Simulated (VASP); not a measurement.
# CdS (Hawleyite) (I-4m2) in VASP: a series of runs

CdS (Hawleyite) is run at these levels: PBEsol; tasks: single point.

Program: VASP 6.6.1. These are calculated values, not measurements. Logs are shortened: lines on timing, memory, paths and dates and some standing lists are left out, and cuts for length are marked.

### Step 1. The cell of the first run

The structure is tetragonal, space group I-4m2 (No. 119). The conventional cell has a = 4.201 Å, b = 4.201 Å, c = 5.647 Å, α = 90.00°, β = 90.00°, γ = 90.00°. Within 3.3 Å of Cd (site symmetry -4m2) lie 4 S at 2.53 Å. Within 3.3 Å of S (site symmetry -4m2) lie 4 Cd at 2.53 Å.

### Step 2. Single point, PBEsol (in-plane strain +0.02, then relaxed in part)

INCAR

```
ALGO = Normal ; EDIFF = 1E-6
ENCUT = 520 ; GGA = PS
ISIF = 2 ; ISMEAR = 0
LASPH = True ; LCHARG = False
LREAL = False ; LWAVE = False
NBANDS = 16 ; NELM = 80
PREC = Accurate ; SIGMA = 0.01
```

KPOINTS

```
k-points
0
Gamma
  8 8 8
```

POSCAR

```
CdS
1.0
    2.9705317842      2.9705317842      0.0000000000
   -2.9705317842      2.9705317842      0.0000000000
    0.0000000000      2.9705317842      2.8236046636
Cd S
1 1
Direct
    0.0000000000      0.0000000000      0.0000000000
    0.7500000000      0.2500000000      0.5000000000
```

Potentials or basis: VASP PAW PBE potentials, release 64 (Cd, S).

The run is started by

```sh
> cat potpaw_PBE.64/Cd/POTCAR potpaw_PBE.64/S/POTCAR > POTCAR
> mpirun -np 1 vasp_std > vasp.out
```

OUTCAR:

```text
EDIFF = 1E-6
   ENCUT = 520
   GGA = PS
   ISIF = 2
   ISMEAR = 0
   LASPH = True
   LREAL = False
   NELM = 80
   PREC = Accurate

 ion  position               nearest neighbor table
   1  0.000  0.000  0.000-   2 2.53   2 2.53   2 2.53   2 2.53
   2  0.750  0.250  0.500-   1 2.53   1 2.53   1 2.53   1 2.53

  LATTYP: Found a body centered tetragonal cell.
 ALAT       =     4.2009663367
 C/A-ratio  =     1.3442643608

  Lattice vectors:

 A1 = (   2.9705317842,   0.0000000000,  -2.8236046636)
 A2 = (  -2.9705317842,   0.0000000000,  -2.8236046636)
 A3 = (   0.0000000000,   2.9705317842,   2.8236046636)

Analysis of symmetry for initial positions (statically):
=====================================================================
 Subroutine PRICEL returns:
 Original cell was already a primitive cell.

 Routine SETGRP: Setting up the symmetry group for a
 body centered tetragonal supercell.

 Subroutine GETGRP returns: Found  8 space group operations
 (whereof  8 operations were pure point group operations)
 out of a pool of 16 trial point group operations.

The static configuration has the point symmetry D_2d.

Analysis of symmetry for dynamics (positions and initial velocities):
=====================================================================
 Subroutine PRICEL returns:
 Original cell was already a primitive cell.

 Routine SETGRP: Setting up the symmetry group for a
 body centered tetragonal supercell.

 Subroutine GETGRP returns: Found  8 space group operations
 (whereof  8 operations were pure point group operations)
 out of a pool of 16 trial point group operations.

The dynamic configuration has the point symmetry D_2d.

 Subroutine INISYM returns: Found  8 space group operations
 (whereof  8 operations are pure point group operations),
 and found     1 'primitive' translations

----------------------------------------------------------------------------------------

                                     Primitive cell

  volume of cell :      49.8313

  direct lattice vectors                    reciprocal lattice vectors
     2.970531784  2.970531784  0.000000000     0.168320030  0.168320030 -0.177078614
    -2.970531784  2.970531784  0.000000000    -0.168320030  0.168320030 -0.177078614
     0.000000000  2.970531784  2.823604664     0.000000000  0.000000000  0.354157228

  length of vectors
     4.200966337  4.200966337  4.098390218     0.296681817  0.296681817  0.354157228

  position of ions in fractional coordinates (direct lattice)
     0.000000000  0.000000000  0.000000000
     0.750000000  0.250000000  0.500000000

  ion indices of the primitive-cell ions
   primitive index   ion index
                 1           1
                 2           2

----------------------------------------------------------------------------------------

 KPOINTS: k-points

Automatic generation of k-mesh.
 Grid dimensions read from file:
 generate k-points for:    8    8    8

 Generating k-lattice:

  Cartesian coordinates                     Fractional coordinates (reciprocal lattice)
     0.021040004  0.021040004 -0.022134827     0.125000000  0.000000000 -0.000000000
    -0.021040004  0.021040004 -0.022134827     0.000000000  0.125000000 -0.000000000
     0.000000000  0.000000000  0.044269653     0.000000000  0.000000000  0.125000000

  Length of vectors
     0.037085227  0.037085227  0.044269653

  Shift w.r.t. Gamma in fractional coordinates (k-lattice)
     0.000000000  0.000000000  0.000000000

 Subroutine IBZKPT returns following result:
 ===========================================

 Found     59 irreducible k-points:

 Following reciprocal coordinates:
            Coordinates               Weight
  0.000000  0.000000  0.000000      1.000000
  0.125000  0.000000  0.000000      8.000000
  0.250000  0.000000  0.000000      8.000000
  0.375000  0.000000  0.000000      8.000000
  0.500000  0.000000  0.000000      4.000000
  0.125000  0.125000  0.000000      8.000000
[... 16 lines left out ...]
  0.250000  0.000000  0.125000      4.000000
  0.375000  0.000000  0.125000      8.000000
 [... further k-points ...]
   k-points           NKPTS =     59   k-points in BZ     NKDIM =     59   number of bands    NBANDS=     16
   number of dos      NEDOS =    301   number of ions     NIONS =      2
   total plane-waves  NPLWV =  30720
   dimension x,y,z NGX =    32 NGY =   32 NGZ =   30
   dimension x,y,z NGXF=    64 NGYF=   64 NGZF=   60
   ions per type =               1   1
   NGX,Y,Z   is equivalent  to a cutoff of  12.66, 12.66, 12.17 a.u.
   NGXF,Y,Z  is equivalent  to a cutoff of  25.33, 25.33, 24.34 a.u.
 SYSTEM =  unknown system
   PREC   = accura    normal or accurate (medium, high low for compatibility)
   ISTART =      0    job   : 0-new  1-cont  2-samecut
   ICHARG =      2    charge: 1-file 2-atom 10-const
   ISPIN  =      1    spin polarized calculation?
   LNONCOLLINEAR =      F non collinear calculations
   LSORBIT =      F    spin-orbit coupling
   LASPH  =      T    aspherical Exc in radial PAW
   ENCUT  =  520.0 eV  38.22 Ry    6.18 a.u.   7.81  7.81  7.62*2*pi/ulx,y,z
   NELM   =     80;   NELMIN=  2; NELMDL= -5     # of ELM steps
   EDIFF  = 0.1E-05   stopping-criterion for ELM
   LREAL  =      F    real-space projection
   EDIFFG = 0.1E-04   stopping-criterion for IOM
   NSW    =      0    number of steps for IOM
   IBRION =     -1    ionic relax: 0-MD 1-quasi-New 2-CG
   NFREE  =      0    steps in history (QN), initial steepest desc. (CG)
   ISIF   =      2    stress and relaxation
   ISYM   =      2    0-nonsym 1-usesym 2-fastsym
   POTIM  = 0.5000    time-step for ionic-motion
   TEBEG  =    0.0;   TEEND  =   0.0 temperature during run
   PSTRESS=    0.0 pullay stress
   NELECT =      18.0000    total number of electrons
   NUPDOWN=      -1.0000    fix difference up-down
   EMIN   =  10.00;   EMAX   =-10.00  energy-range for DOS
   EFERMI =   0.00;   METHOD = LEGACY
   ISMEAR =     0;   SIGMA  =   0.01  broadening in eV -4-tet -1-fermi 0-gaus
   EFERMI_NEDOS =   21; number of points for ismear=-14 and -15
   IALGO  =     38    algorithm
   IMIX   =      4    mixing-type and parameters
     AMIX     =   0.40;   BMIX     =  1.00
     AMIX_MAG =   1.60;   BMIX_MAG =  1.00
  volume/ion in A,a.u.               =      24.92       168.14
  Fermi-wavevector in a.u.,A,eV,Ry     =   1.165910  2.203250 18.495016  1.359345
  Thomas-Fermi vector in A             =   2.302430
   LORBIT       =      0    0 simple, 1 ext, 2 COOP (PROOUT), +10 PAW based schemes
   GGA     = PS    functional components
   LHFCALC =     F    Hartree Fock is set to
   AEXX    =    0.0000 exact exchange contribution
   IVDW    =     0    specifies the selected vdW correction
   LEPSILON=     F    determine dielectric tensor
   LRPA    =     F    only Hartree local field effects (RPA)
 non-spin polarized calculation
 Gauss-broadening in eV      SIGMA  =   0.01
  energy-cutoff  :      520.00
  volume of cell :       49.83
 maximum number of plane-waves:      1355
   NGX = 15   NGY = 15   NGZ = 15

 number of electron      18.0000004 magnetization

 Free energy of the ion-electron system (eV)
  ---------------------------------------------------
  ext. energy  EPLUGINS =         0.00000000
  ---------------------------------------------------
  free energy    TOTEN  =        -6.80869865 eV

  energy without entropy =       -6.80869865  energy(sigma->0) =       -6.80869865

 E-fermi :   1.3304     XC(G=0):  -9.3603

 val. band max:        1.2622752572   @ k =   0.0000   0.0000   0.0000
 cond. band min:       2.1658180786   @ k =   0.0000   0.0000   0.0000
 fundamental gap:      0.9035428214
 Fermi energy:         1.3303829187

 k-point     1 :       0.0000    0.0000    0.0000
  band No.  band energies     occupation
      1     -11.1787      2.00000
      2      -6.5450      2.00000
      3      -6.5450      2.00000
      4      -6.5172      2.00000
      5      -6.0688      2.00000
      6      -6.0463      2.00000
[... 8 lines left out ...]
     15      12.3241      0.00000
     16      12.8974      0.00000

 k-point     2 :       0.1250    0.0000    0.0000
  band No.  band energies     occupation
      1     -11.1152      2.00000
      2      -6.5230      2.00000
      3      -6.5101      2.00000
      4      -6.4780      2.00000
      5      -6.0678      2.00000
      6      -6.0491      2.00000
[... 8 lines left out ...]
     15      12.1067      0.00000
     16      13.0269      0.00000

 k-point     3 :       0.2500    0.0000    0.0000
  band No.  band energies     occupation
      1     -10.9607      2.00000
      2      -6.4767      2.00000
      3      -6.4546      2.00000
      4      -6.2967      2.00000
      5      -6.0559      2.00000
      6      -6.0487      2.00000
[... 8 lines left out ...]
     15      11.7047      0.00000
     16      12.4513      0.00000

 k-point     4 :       0.3750    0.0000    0.0000
  band No.  band energies     occupation
      1     -10.8060      2.00000
      2      -6.4431      2.00000
      3      -6.4131      2.00000
      4      -6.0463      2.00000
      5      -6.0272      2.00000
      6      -5.9364      2.00000
[... 8 lines left out ...]
     15      12.6444      0.00000
     16      12.6542      0.00000
[... 324 lines left out ...]
 k-point    22 :       0.0000    0.0000    0.1250
  band No.  band energies     occupation
      1     -11.0901      2.00000
      2      -6.5012      2.00000
      3      -6.5012      2.00000
      4      -6.4786      2.00000
      5      -6.0601      2.00000
      6      -6.0536      2.00000
[... 8 lines left out ...]
     15      12.3916      0.00000
     16      13.7726      0.00000

 k-point    23 :       0.2500    0.0000    0.1250
  band No.  band energies     occupation
      1     -11.0247      2.00000
      2      -6.4972      2.00000
      3      -6.4490      2.00000
      4      -6.4030      2.00000
      5      -6.0790      2.00000
      6      -6.0417      2.00000
[... 8 lines left out ...]
     15      11.8622      0.00000
     16      14.0988      0.00000

 k-point    24 :       0.3750    0.0000    0.1250
  band No.  band energies     occupation
      1     -10.8712      2.00000
      2      -6.4461      2.00000
      3      -6.4070      2.00000
      4      -6.1635      2.00000
      5      -6.0713      2.00000
      6      -6.0266      2.00000
[... 8 lines left out ...]
     15      12.5218      0.00000
     16      13.7852      0.00000

 [... further k-points ...]

------------------------ aborting loop because EDIFF is reached ----------------------------------------

  FORCE on cell =-STRESS in cart. coord.  units (eV):
  Direction    XX          YY          ZZ          XY          YZ          ZX
  --------------------------------------------------------------------------------------
  -------------------------------------------------------------------------------------
  Total       -0.1624613     -0.1624613      0.1141360      0.0000000     -0.0000000      0.0000000
  in kB       -5.2234585     -5.2234585      3.6697030      0.0000000     -0.0000000      0.0000000
  external PRESSURE =      -2.2590713 kB  Pullay stress =       0.0000000 kB

 VOLUME and BASIS-vectors are now :
 -----------------------------------------------------------------------------
  energy-cutoff  :      520.00
  volume of cell :       49.83
      direct lattice vectors                 reciprocal lattice vectors
     2.970531784  2.970531784  0.000000000     0.168320030  0.168320030 -0.177078614
    -2.970531784  2.970531784  0.000000000    -0.168320030  0.168320030 -0.177078614
     0.000000000  2.970531784  2.823604664     0.000000000  0.000000000  0.354157228

 POSITION                                       TOTAL-FORCE (eV/Angst)
 -----------------------------------------------------------------------------------
      0.00000      0.00000      0.00000         0.000000      0.000000      0.000000
      1.48527      4.45580      1.41180        -0.000000     -0.000000      0.000000
 -----------------------------------------------------------------------------------
    total drift:                               -0.000002     -0.000000      0.000000

  FREE ENERGIE OF THE ION-ELECTRON SYSTEM (eV)
  ---------------------------------------------------
  free  energy   TOTEN  =        -6.8086986468 eV

  energy  without entropy=       -6.8086986468  energy(sigma->0) =       -6.80869865
```

Wall time 21 s (1 thread of Intel Xeon Platinum 8488C (Sapphire Rapids), shared host); peak memory 0.2 GiB.

What came out:

```yaml
Free_energy: -6.8087 eV
Pressure: -0.2 GPa
Band_gap_on_the_k_mesh: 0.90 eV, direct
```

Stress tensor (GPa, compression positive):
```
-0.52  0.00  0.00
 0.00 -0.52  0.00
 0.00  0.00  0.37
```

Levels at points of the mesh, in eV from the valence-band top:
```tsv
k point	band 7	band 8	band 9	band 10	band 11	band 12
(0.00, 0.00, 0.00)	-0.14	-0.14	0.00	0.90	6.37	6.37
(0.50, 0.00, 0.00)	-4.53	-0.95	-0.75	2.77	6.63	7.03
(0.50, 0.50, 0.00)	-4.18	-1.95	-1.86	3.37	4.31	8.79
(0.00, 0.00, 0.50)	-3.87	-2.12	-2.12	3.20	3.86	9.31
```

Caveat: the cell differs from its parent crystal (in-plane strain +0.02, then relaxed in part); the PAW data sets were made with another functional, which shifts forces and pressure a little.

### Step 3. Single point, PBEsol (in-plane strain +0.02)

INCAR

```
SYSTEM = CdS
PREC = Accurate
ENCUT = 520
EDIFF = 1E-6
ISMEAR = 0
SIGMA = 0.01
LREAL = .FALSE.
LASPH = .TRUE.
NELM = 80
ALGO = Normal
ISIF = 2
LWAVE = .FALSE.
LCHARG = .TRUE.
GGA = PS
LELF = .TRUE.
LVHAR = .TRUE.
NBANDS = 16
```

KPOINTS

```
regular mesh
0
G
  8 8 8
  0 0 0
```

POSCAR, as its differences from that of step 2:

```diff
@@ -4,3 +4,3 @@
    -2.9705317842      2.9705317842      0.0000000000
-    0.0000000000      2.9705317842      2.8236046636
+    0.0000000000      2.9705317842      2.8773386302
 Cd S
```

Potentials or basis: VASP PAW PBE potentials, release 64 (Cd, S).

The run is started by

```sh
> cat potpaw_PBE.64/Cd/POTCAR potpaw_PBE.64/S/POTCAR > POTCAR
> mpirun -np 1 vasp_std > vasp.out
```

Wall time 19 s (1 thread of Intel Xeon Platinum 8488C (Sapphire Rapids), shared host); peak memory 0.2 GiB.

It converged, with:

| Quantity | Value |
| --- | --- |
| Free energy | -6.8074 eV |
| Pressure | -1.3 GPa |
| Band gap on the k mesh | 0.90 eV, direct |

Stress tensor (GPa, compression positive):
```
-1.48  0.00  0.00
 0.00 -1.48  0.00
 0.00  0.00 -0.86
```

Levels at points of the mesh, in eV from the valence-band top:
```
           k point  band 5  band 6  band 7  band 8  band 9  band 10  band 11  band 12  band 13  band 14
(0.00, 0.00, 0.00)   -7.25   -7.24   -0.09   -0.09    0.00     0.90     6.40     6.40     6.40    11.01
(0.50, 0.00, 0.00)   -7.20   -6.89   -4.40   -0.85   -0.73     2.79     6.73     6.98     7.21    10.74
(0.50, 0.50, 0.00)   -7.17   -6.85   -4.03   -1.87   -1.82     3.41     4.26     8.81    10.31    10.66
(0.00, 0.00, 0.50)   -7.16   -6.78   -3.84   -1.97   -1.97     3.30     3.98     9.13    10.42    10.42
```

Caveat: the cell differs from its parent crystal (in-plane strain +0.02); the PAW data sets were made with another functional, which shifts forces and pressure a little.
